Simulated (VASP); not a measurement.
# CdSe (F-43m) in VASP: single point with PBE

Aim: the single point of CdSe with PBE.

Program: VASP 6.6.1. These are calculated values, not measurements. Logs are shortened: lines on timing, memory, paths and dates and some standing lists are left out, and cuts for length are marked.

### 1 The cell of the first run

It takes space group F-43m (No. 216, cubic). The conventional cell has a = 6.141 Å, b = 6.141 Å, c = 6.141 Å, α = 90.00°, β = 90.00°, γ = 90.00°. Within 3.5 Å of Cd (site symmetry -43m) lie 4 Se at 2.66 Å. Within 3.5 Å of Se (site symmetry -43m) lie 4 Cd at 2.66 Å.

### 2 Single point, PBE

File INCAR:

```
PREC = Accurate
ENCUT = 500
EDIFF = 1E-6
ISMEAR = 0
SIGMA = 0.01
LREAL = F
LASPH = T
NELM = 120
ALGO = Normal
ISIF = 2
LWAVE = F
LCHARG = T
GGA = PE
LELF = T
LVHAR = T
NBANDS = 16
GGA_COMPAT = F
```

File KPOINTS:

```
Automatic mesh
0
Gamma
  4 4 4
```

File POSCAR:

```
CdSe
1.0
    0.0000000000      3.0702700000      3.0702700000
    3.0702700000      0.0000000000      3.0702700000
    3.0702700000      3.0702700000      0.0000000000
Cd Se
1 1
Direct
    0.0000000000      0.0000000000      0.0000000000
    0.7500000000      0.7500000000      0.7500000000
```

Potentials or basis: VASP PAW PBE potentials, release 64 (Cd, Se).

Started as:

```
cat potpaw_PBE.64/Cd/POTCAR potpaw_PBE.64/Se/POTCAR > POTCAR
mpirun -np 1 vasp_std > vasp.out
```

OUTCAR:

```text
PREC = Accurate
   ENCUT = 500
   EDIFF = 1E-6
   ISMEAR = 0
   LREAL = F
   LASPH = T
   NELM = 120
   ISIF = 2
   GGA = PE

 ion  position               nearest neighbor table
   1  0.000  0.000  0.000-   2 2.66   2 2.66   2 2.66   2 2.66
   2  0.750  0.750  0.750-   1 2.66   1 2.66   1 2.66   1 2.66

  LATTYP: Found a face centered cubic cell.
 ALAT       =     6.1405400000

  Lattice vectors:

 A1 = (   0.0000000000,   3.0702700000,   3.0702700000)
 A2 = (   3.0702700000,   0.0000000000,   3.0702700000)
 A3 = (   3.0702700000,   3.0702700000,   0.0000000000)

Analysis of symmetry for initial positions (statically):
=====================================================================
 Subroutine PRICEL returns:
 Original cell was already a primitive cell.

 Routine SETGRP: Setting up the symmetry group for a
 face centered cubic supercell.

 Subroutine GETGRP returns: Found 24 space group operations
 (whereof 24 operations were pure point group operations)
 out of a pool of 48 trial point group operations.

The static configuration has the point symmetry T_d .

Analysis of symmetry for dynamics (positions and initial velocities):
=====================================================================
 Subroutine PRICEL returns:
 Original cell was already a primitive cell.

 Routine SETGRP: Setting up the symmetry group for a
 face centered cubic supercell.

 Subroutine GETGRP returns: Found 24 space group operations
 (whereof 24 operations were pure point group operations)
 out of a pool of 48 trial point group operations.

The dynamic configuration has the point symmetry T_d .

 Subroutine INISYM returns: Found 24 space group operations
 (whereof 24 operations are pure point group operations),
 and found     1 'primitive' translations

----------------------------------------------------------------------------------------

                                     Primitive cell

  volume of cell :      57.8842

  direct lattice vectors                    reciprocal lattice vectors
     0.000000000  3.070270000  3.070270000    -0.162852127  0.162852127  0.162852127
     3.070270000  0.000000000  3.070270000     0.162852127 -0.162852127  0.162852127
     3.070270000  3.070270000  0.000000000     0.162852127  0.162852127 -0.162852127

  length of vectors
     4.342017474  4.342017474  4.342017474     0.282068158  0.282068158  0.282068158

  position of ions in fractional coordinates (direct lattice)
     0.000000000  0.000000000  0.000000000
     0.750000000  0.750000000  0.750000000

  ion indices of the primitive-cell ions
   primitive index   ion index
                 1           1
                 2           2

----------------------------------------------------------------------------------------

 KPOINTS: Automatic mesh

Automatic generation of k-mesh.
 Grid dimensions read from file:
 generate k-points for:    4    4    4

 Generating k-lattice:

  Cartesian coordinates                     Fractional coordinates (reciprocal lattice)
    -0.040713032  0.040713032  0.040713032     0.250000000  0.000000000  0.000000000
     0.040713032 -0.040713032  0.040713032     0.000000000  0.250000000  0.000000000
     0.040713032  0.040713032 -0.040713032     0.000000000  0.000000000  0.250000000

  Length of vectors
     0.070517040  0.070517040  0.070517040

  Shift w.r.t. Gamma in fractional coordinates (k-lattice)
     0.000000000  0.000000000  0.000000000

 Subroutine IBZKPT returns following result:
 ===========================================

 Found      8 irreducible k-points:

 Following reciprocal coordinates:
            Coordinates               Weight
  0.000000  0.000000  0.000000      1.000000
  0.250000  0.000000  0.000000      8.000000
  0.500000  0.000000  0.000000      4.000000
  0.250000  0.250000  0.000000      6.000000
  0.500000  0.250000  0.000000     24.000000
 -0.250000  0.250000  0.000000     12.000000
  0.500000  0.500000  0.000000      3.000000
 -0.250000  0.500000  0.250000      6.000000
   k-points           NKPTS =      8   k-points in BZ     NKDIM =      8   number of bands    NBANDS=     16
   number of dos      NEDOS =    301   number of ions     NIONS =      2
   total plane-waves  NPLWV =  32768
   dimension x,y,z NGX =    32 NGY =   32 NGZ =   32
   dimension x,y,z NGXF=    64 NGYF=   64 NGZF=   64
   ions per type =               1   1
   NGX,Y,Z   is equivalent  to a cutoff of  12.25, 12.25, 12.25 a.u.
   NGXF,Y,Z  is equivalent  to a cutoff of  24.50, 24.50, 24.50 a.u.
 SYSTEM =  unknown system
   PREC   = accura    normal or accurate (medium, high low for compatibility)
   ISTART =      0    job   : 0-new  1-cont  2-samecut
   ICHARG =      2    charge: 1-file 2-atom 10-const
   ISPIN  =      1    spin polarized calculation?
   LNONCOLLINEAR =      F non collinear calculations
   LSORBIT =      F    spin-orbit coupling
   LASPH  =      T    aspherical Exc in radial PAW
   ENCUT  =  500.0 eV  36.75 Ry    6.06 a.u.   7.92  7.92  7.92*2*pi/ulx,y,z
   NELM   =    120;   NELMIN=  2; NELMDL= -5     # of ELM steps
   EDIFF  = 0.1E-05   stopping-criterion for ELM
   LREAL  =      F    real-space projection
   EDIFFG = 0.1E-04   stopping-criterion for IOM
   NSW    =      0    number of steps for IOM
   IBRION =     -1    ionic relax: 0-MD 1-quasi-New 2-CG
   NFREE  =      0    steps in history (QN), initial steepest desc. (CG)
   ISIF   =      2    stress and relaxation
   ISYM   =      2    0-nonsym 1-usesym 2-fastsym
   POTIM  = 0.5000    time-step for ionic-motion
   TEBEG  =    0.0;   TEEND  =   0.0 temperature during run
   PSTRESS=    0.0 pullay stress
   NELECT =      18.0000    total number of electrons
   NUPDOWN=      -1.0000    fix difference up-down
   EMIN   =  10.00;   EMAX   =-10.00  energy-range for DOS
   EFERMI =   0.00;   METHOD = LEGACY
   ISMEAR =     0;   SIGMA  =   0.01  broadening in eV -4-tet -1-fermi 0-gaus
   EFERMI_NEDOS =   21; number of points for ismear=-14 and -15
   IALGO  =     38    algorithm
   IMIX   =      4    mixing-type and parameters
     AMIX     =   0.40;   BMIX     =  1.00
     AMIX_MAG =   1.60;   BMIX_MAG =  1.00
  volume/ion in A,a.u.               =      28.94       195.31
  Fermi-wavevector in a.u.,A,eV,Ry     =   1.109121  2.095936 16.737212  1.230150
  Thomas-Fermi vector in A             =   2.245657
   LORBIT       =      0    0 simple, 1 ext, 2 COOP (PROOUT), +10 PAW based schemes
   GGA     = PE    functional components
   LHFCALC =     F    Hartree Fock is set to
   AEXX    =    0.0000 exact exchange contribution
   IVDW    =     0    specifies the selected vdW correction
   LEPSILON=     F    determine dielectric tensor
   LRPA    =     F    only Hartree local field effects (RPA)
 non-spin polarized calculation
 Gauss-broadening in eV      SIGMA  =   0.01
  energy-cutoff  :      500.00
  volume of cell :       57.88
 maximum number of plane-waves:      1480
   NGX = 15   NGY = 15   NGZ = 15

 number of electron      18.0000008 magnetization

 Free energy of the ion-electron system (eV)
  ---------------------------------------------------
  ext. energy  EPLUGINS =         0.00000000
  ---------------------------------------------------
  free energy    TOTEN  =        -5.44337949 eV

  energy without entropy =       -5.44337949  energy(sigma->0) =       -5.44337949

 E-fermi :   0.8050     XC(G=0):  -8.7443

 val. band max:        0.7468924567   @ k =   0.0000   0.0000   0.0000
 cond. band min:       1.2811426477   @ k =   0.0000   0.0000   0.0000
 fundamental gap:      0.5342501910
 Fermi energy:         0.8049664599

 k-point     1 :       0.0000    0.0000    0.0000
  band No.  band energies     occupation
      1     -11.6844      2.00000
      2      -7.1244      2.00000
      3      -7.1244      2.00000
      4      -7.1244      2.00000
      5      -6.7827      2.00000
      6      -6.7827      2.00000
[... 8 lines left out ...]
     15      11.7648      0.00000
     16      11.7648      0.00000

 k-point     2 :       0.2500    0.0000    0.0000
  band No.  band energies     occupation
      1     -11.5113      2.00000
      2      -7.0741      2.00000
      3      -7.0741      2.00000
      4      -6.9227      2.00000
      5      -6.7806      2.00000
      6      -6.7806      2.00000
[... 8 lines left out ...]
     15      10.7756      0.00000
     16      10.8204      0.00000

 k-point     3 :       0.5000    0.0000    0.0000
  band No.  band energies     occupation
      1     -11.3355      2.00000
      2      -7.0380      2.00000
      3      -7.0380      2.00000
      4      -6.7608      2.00000
      5      -6.7608      2.00000
      6      -6.5061      2.00000
[... 8 lines left out ...]
     15      12.7829      0.00000
     16      12.7829      0.00000

 k-point     4 :       0.2500    0.2500    0.0000
  band No.  band energies     occupation
      1     -11.4548      2.00000
      2      -7.0130      2.00000
      3      -7.0130      2.00000
      4      -6.9691      2.00000
      5      -6.7869      2.00000
      6      -6.7558      2.00000
[... 8 lines left out ...]
     15      12.2823      0.00000
     16      13.8023      0.00000

 k-point     5 :       0.5000    0.2500    0.0000
  band No.  band energies     occupation
      1     -11.2819      2.00000
      2      -6.9952      2.00000
      3      -6.9590      2.00000
      4      -6.8396      2.00000
      5      -6.7510      2.00000
      6      -6.4733      2.00000
[... 8 lines left out ...]
     15      13.0154      0.00000
     16      13.6697      0.00000

 k-point     6 :      -0.2500    0.2500    0.0000
  band No.  band energies     occupation
      1     -11.3387      2.00000
      2      -7.0133      2.00000
      3      -7.0095      2.00000
      4      -6.7937      2.00000
      5      -6.7907      2.00000
      6      -6.5829      2.00000
[... 8 lines left out ...]
     15      11.8892      0.00000
     16      13.6926      0.00000

 k-point     7 :       0.5000    0.5000    0.0000
  band No.  band energies     occupation
      1     -11.2257      2.00000
      2      -6.9446      2.00000
      3      -6.8851      2.00000
      4      -6.8851      2.00000
      5      -6.7289      2.00000
      6      -6.4440      2.00000
[... 8 lines left out ...]
     15      13.0875      0.00000
     16      14.0007      0.00000

 k-point     8 :      -0.2500    0.5000    0.2500
  band No.  band energies     occupation
      1     -11.2265      2.00000
      2      -6.9516      2.00000
      3      -6.9489      2.00000
      4      -6.8135      2.00000
      5      -6.7774      2.00000
      6      -6.3310      2.00000
[... 8 lines left out ...]
     15      13.2960      0.00000
     16      13.6883      0.00000

------------------------ aborting loop because EDIFF is reached ----------------------------------------

  FORCE on cell =-STRESS in cart. coord.  units (eV):
  Direction    XX          YY          ZZ          XY          YZ          ZX
  --------------------------------------------------------------------------------------
  -------------------------------------------------------------------------------------
  Total        0.6328566      0.6328566      0.6328566      0.0000000      0.0000000     -0.0000000
  in kB       17.5168580     17.5168580     17.5168580      0.0000000      0.0000000     -0.0000000
  external PRESSURE =      17.5168580 kB  Pullay stress =       0.0000000 kB

 VOLUME and BASIS-vectors are now :
 -----------------------------------------------------------------------------
  energy-cutoff  :      500.00
  volume of cell :       57.88
      direct lattice vectors                 reciprocal lattice vectors
     0.000000000  3.070270000  3.070270000    -0.162852127  0.162852127  0.162852127
     3.070270000  0.000000000  3.070270000     0.162852127 -0.162852127  0.162852127
     3.070270000  3.070270000  0.000000000     0.162852127  0.162852127 -0.162852127

 POSITION                                       TOTAL-FORCE (eV/Angst)
 -----------------------------------------------------------------------------------
      0.00000      0.00000      0.00000         0.000000     -0.000000     -0.000000
      4.60540      4.60540      4.60540        -0.000000      0.000000      0.000000
 -----------------------------------------------------------------------------------
    total drift:                               -0.000000     -0.000000     -0.000000

  FREE ENERGIE OF THE ION-ELECTRON SYSTEM (eV)
  ---------------------------------------------------
  free  energy   TOTEN  =        -5.4433794867 eV

  energy  without entropy=       -5.4433794867  energy(sigma->0) =       -5.44337949
```

Run time: 20 s. Hardware: 1 thread of AMD EPYC 7R13, shared host; peak memory 0.14 GiB.

Results:

- Free energy: -5.4434 eV
- Pressure: 1.8 GPa
- Band gap on the k mesh: 0.53 eV, direct

Levels at points of the mesh, in eV from the valence-band top:
```csv
k point,band 7,band 8,band 9,band 10,band 11,band 12
"(0.00, 0.00, 0.00)",0.00,0.00,0.00,0.53,5.91,5.91
"(0.50, 0.00, 0.00)",-4.24,-0.71,-0.71,2.34,6.42,6.42
"(0.50, 0.50, 0.00)",-3.97,-1.76,-1.76,3.17,3.71,8.98
```

Caveat: the k points lie up to 0.44 Å⁻¹ apart.
